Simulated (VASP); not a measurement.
# SiO2 (P6_422) in VASP: further runs, part 3 of 3

VASP 6.6.1.

### Step 6. Single point, r2SCAN

This run uses another cell than the first one, of 12.64 Å³/atom.

Contents of POSCAR:

```
SiO2
1.0
    4.8948468147      0.0000000000      0.0000000000
   -2.4474234074      4.2390616892      0.0000000000
    0.0000000000      0.0000000000      5.4819614303
Si O
3 6
Direct
    0.0000000000      0.5000000000      0.3333333333
    0.5000000000      0.5000000000      0.6666666667
    0.5000000000      0.0000000000      0.0000000000
    0.5974463374      0.7987231687      0.8333333333
    0.7987231687      0.5974463374      0.5000000000
    0.7987231687      0.2012768313      0.1666666667
    0.4025536626      0.2012768313      0.8333333333
    0.2012768313      0.4025536626      0.5000000000
    0.2012768313      0.7987231687      0.1666666667
```

Contents of INCAR.step1:

```
SYSTEM = SiO2
ALGO = Normal
EDIFF = 1E-4
ENCUT = 520
GGA = PE
ISMEAR = 0
LASPH = .True.
LCHARG = .False.
LREAL = .False.
LWAVE = .True.
NBANDS = 34
NELM = 80
PREC = Accurate
SIGMA = 0.02
```

Contents of INCAR.step2:

```
SYSTEM = SiO2
ALGO = Normal
EDIFF = 1E-6
ENCUT = 520
ISIF = 2
ISMEAR = 0
ISTART = 1
LASPH = .True.
LCHARG = .False.
LMIXTAU = .True.
LREAL = .False.
LWAVE = .False.
METAGGA = R2SCAN
NBANDS = 34
NELM = 80
PREC = Accurate
SIGMA = 0.02
```

Contents of KPOINTS:

```
k-points
0
Gamma
  6 6 4
  0 0 0
```

Potentials or basis: VASP PAW PBE potentials, release 64 (Si, O).

On the command line:

```bash
> cat potpaw_PBE.64/Si/POTCAR potpaw_PBE.64/O/POTCAR > POTCAR
> cp INCAR.step1 INCAR
> mpirun -np 1 vasp_std > vasp.out
> cp INCAR.step2 INCAR
> mpirun -np 1 vasp_std > vasp.out
```

OUTCAR:

```text
SYSTEM = SiO2
   EDIFF = 1E-6
   ENCUT = 520
   ISIF = 2
   ISMEAR = 0
   ISTART = 1
   LASPH = .True.
   LREAL = .False.
   METAGGA = R2SCAN
   NELM = 80
   PREC = Accurate

 ion  position               nearest neighbor table
   1  0.000  0.500  0.333-   6 1.58   9 1.58   8 1.58   5 1.58   3 3.05   3 3.05   2 3.05   2 3.05

   2  0.500  0.500  0.667-   4 1.58   7 1.58   5 1.58   8 1.58   3 3.05   3 3.05   1 3.05   1 3.05

   3  0.500  0.000  0.000-   6 1.58   9 1.58   7 1.58   4 1.58   1 3.05   1 3.05   2 3.05   2 3.05

   4  0.597  0.799  0.833-   2 1.58   3 1.58
   5  0.799  0.597  0.500-   2 1.58   1 1.58
   6  0.799  0.201  0.167-   1 1.58   3 1.58
   7  0.403  0.201  0.833-   2 1.58   3 1.58
   8  0.201  0.403  0.500-   2 1.58   1 1.58
   9  0.201  0.799  0.167-   1 1.58   3 1.58

  LATTYP: Found a hexagonal cell.
 ALAT       =     4.8948468147
 C/A-ratio  =     1.1199454524

  Lattice vectors:

 A1 = (   4.8948468147,   0.0000000000,   0.0000000000)
 A2 = (  -2.4474234074,   4.2390616892,   0.0000000000)
 A3 = (   0.0000000000,   0.0000000000,   5.4819614303)

Analysis of symmetry for initial positions (statically):
=====================================================================
 Subroutine PRICEL returns:
 Original cell was already a primitive cell.

 Routine SETGRP: Setting up the symmetry group for a
 hexagonal supercell.

 Subroutine GETGRP returns: Found 12 space group operations
 (whereof  4 operations were pure point group operations)
 out of a pool of 24 trial point group operations.

The static configuration has the point symmetry D_2 .
 The point group associated with its full space group is D_6 .

Analysis of symmetry for dynamics (positions and initial velocities):
=====================================================================
 Subroutine PRICEL returns:
 Original cell was already a primitive cell.
[... 142 lines left out ...]
  Thomas-Fermi vector in A             =   2.362875
   LORBIT       =      0    0 simple, 1 ext, 2 COOP (PROOUT), +10 PAW based schemes
   METAGGA = R2SCAN    functional components
   LHFCALC =     F    Hartree Fock is set to
   AEXX    =    0.0000 exact exchange contribution
   IVDW    =     0    specifies the selected vdW correction
   LEPSILON=     F    determine dielectric tensor
   LRPA    =     F    only Hartree local field effects (RPA)
 non-spin polarized calculation
 Gauss-broadening in eV      SIGMA  =   0.02
  energy-cutoff  :      520.00
  volume of cell :      113.75
 maximum number of plane-waves:      3100
   NGX = 19   NGY = 19   NGZ = 21

 number of electron      47.9999995 magnetization

 Free energy of the ion-electron system (eV)
  ---------------------------------------------------
  ext. energy  EPLUGINS =         0.00000000
  ---------------------------------------------------
  free energy    TOTEN  =       -88.99789662 eV

  energy without entropy =      -88.99789662  energy(sigma->0) =      -88.99789662

 E-fermi :   0.8120     XC(G=0):  -9.5949

 val. band max:        0.6591800554   @ k =   0.0000   0.0000   0.5000
 cond. band min:       7.1398291906   @ k =   0.0000   0.0000   0.0000
 fundamental gap:      6.4806491352
 Fermi energy:         0.8120464663

 k-point     1 :       0.0000    0.0000    0.0000
  band No.  band energies     occupation
      1     -20.0719      2.00000
      2     -18.5214      2.00000
      3     -18.5214      2.00000
      4     -17.8688      2.00000
      5     -17.8688      2.00000
      6     -17.7530      2.00000
[... 766 lines left out ...]
     33      13.3854      0.00000
     34      13.5122      0.00000

------------------------ aborting loop because EDIFF is reached ----------------------------------------

  FORCE on cell =-STRESS in cart. coord.  units (eV):
  Direction    XX          YY          ZZ          XY          YZ          ZX
  --------------------------------------------------------------------------------------
  -------------------------------------------------------------------------------------
  Total        8.6754946      8.6754946      8.7311428     -0.0000000     -0.0000000      0.0000000
  in kB      122.1968500    122.1968500    122.9806701     -0.0000000     -0.0000000      0.0000000
  external PRESSURE =     122.4581233 kB  Pullay stress =       0.0000000 kB

 VOLUME and BASIS-vectors are now :
 -----------------------------------------------------------------------------
  energy-cutoff  :      520.00
  volume of cell :      113.75
      direct lattice vectors                 reciprocal lattice vectors
     4.894846815  0.000000000  0.000000000     0.204296485  0.117950631  0.000000000
    -2.447423407  4.239061689  0.000000000     0.000000000  0.235901261  0.000000000
     0.000000000  0.000000000  5.481961430     0.000000000  0.000000000  0.182416460

 POSITION                                       TOTAL-FORCE (eV/Angst)
 -----------------------------------------------------------------------------------
     -1.22371      2.11953      1.82732         0.000000     -0.000000     -0.000000
      1.22371      2.11953      3.65464         0.000000     -0.000000     -0.000000
      2.44742      0.00000      0.00000         0.000000     -0.000000     -0.000000
      0.96959      3.38584      4.56830        -0.013336     -0.007700      0.000000
      2.44742      2.53261      2.74098         0.000000     -0.015399     -0.000000
      3.41702      0.85322      0.91366        -0.013336      0.007700      0.000000
      1.47783      0.85322      4.56830         0.013336      0.007700      0.000000
     -0.00000      1.70645      2.74098        -0.000000      0.015399     -0.000000
     -0.96959      3.38584      0.91366         0.013336     -0.007700      0.000000
 -----------------------------------------------------------------------------------
    total drift:                                0.000000     -0.000000     -0.000001

  FREE ENERGIE OF THE ION-ELECTRON SYSTEM (eV)
  ---------------------------------------------------
  free  energy   TOTEN  =       -88.9978966166 eV

  energy  without entropy=      -88.9978966166  energy(sigma->0) =      -88.99789662
```

OSZICAR.step1:

```text
N       E                     dE             d eps       ncg     rms          rms(c)
DAV:   1     0.282077810963E+03    0.28208E+03   -0.25248E+04  1436   0.130E+03
DAV:   2    -0.620748234724E+02   -0.34415E+03   -0.33265E+03  1852   0.308E+02
DAV:   3    -0.806695570284E+02   -0.18595E+02   -0.18525E+02  1814   0.743E+01
DAV:   4    -0.808688325069E+02   -0.19928E+00   -0.19908E+00  1788   0.865E+00
DAV:   5    -0.808716138197E+02   -0.27813E-02   -0.27797E-02  1816   0.102E+00    0.275E+01
DAV:   6    -0.705719305342E+02    0.10300E+02   -0.35204E+01  1588   0.322E+01    0.134E+01
DAV:   7    -0.705259679870E+02    0.45963E-01   -0.11753E+00  1808   0.521E+00    0.468E+00
DAV:   8    -0.705069191976E+02    0.19049E-01   -0.66699E-02  1758   0.177E+00    0.181E+00
DAV:   9    -0.705153738076E+02   -0.84546E-02   -0.33076E-02  1720   0.117E+00    0.312E-01
DAV:  10    -0.705175625723E+02   -0.21888E-02   -0.32647E-03  1594   0.301E-01    0.911E-02
DAV:  11    -0.705176088269E+02   -0.46255E-04   -0.59898E-04  1792   0.151E-01
   1 F= -.70517609E+02 E0= -.70517609E+02  d E =-.771439E-13
```

Wall time 1.8 min (1 thread of Intel Xeon 6975P-C (Granite Rapids), shared host); peak memory 0.25 GiB.

What came out:

| Quantity | Value |
| --- | --- |
| Free energy | -88.9979 eV |
| Pressure | 12.2 GPa |
| Largest force | 0.015 eV/Å |
| Band gap on the k mesh | 6.48 eV (least direct gap 6.59 eV) |

Forces on the atoms (eV/Å):
```
Si   0.000  0.000  0.000
Si   0.000  0.000  0.000
Si   0.000  0.000  0.000
O   -0.013 -0.008  0.000
O    0.000 -0.015  0.000
O   -0.013  0.008  0.000
O    0.013  0.008  0.000
O    0.000  0.015  0.000
O    0.013 -0.008  0.000
```

Caveat: the cell stands under pressure; the PAW data sets were made with another functional, which shifts forces and pressure a little. A k mesh can miss the band edges.

### Step 7. Overview

```csv
cell,gap on the mesh (eV),pressure (GPa),largest force (eV/Å)
"a = 5.110, b = 5.110, c = 5.508 Å, angles 90.0, 90.0, 120.0°, 9 atoms, atomic positions A",6.22,-2.4,0.14
"a = 5.161, b = 5.161, c = 5.405 Å, angles 90.0, 90.0, 120.0°, 9 atoms, atomic positions B",6.23,-1.9,0.01
"a = 5.161, b = 5.161, c = 5.475 Å, angles 90.0, 90.0, 120.0°, 9 atoms, atomic positions A",6.15,-4.5,0.17
"a = 4.663, b = 4.663, c = 5.575 Å, angles 90.0, 90.0, 120.0°, 9 atoms, atomic positions C",6.33,25.3,0.02
"a = 4.895, b = 4.895, c = 5.482 Å, angles 90.0, 90.0, 120.0°, 9 atoms, atomic positions D",6.48,12.2,0.02
```

Alike in all rows: task single point; level r2SCAN; potentials or basis VASP PAW PBE potentials, release 64 (Si, O); no spin polarisation; k mesh 6 × 6 × 4; cutoff (eV) 520; smearing gaussian 0.02 eV.

Caveats: the PAW data sets were made with another functional, which shifts forces and pressure a little; the cell stands under pressure (at least some runs); the cell stands under tension (at least some runs).

Absolute energies hang on the potentials; compare differences alone.
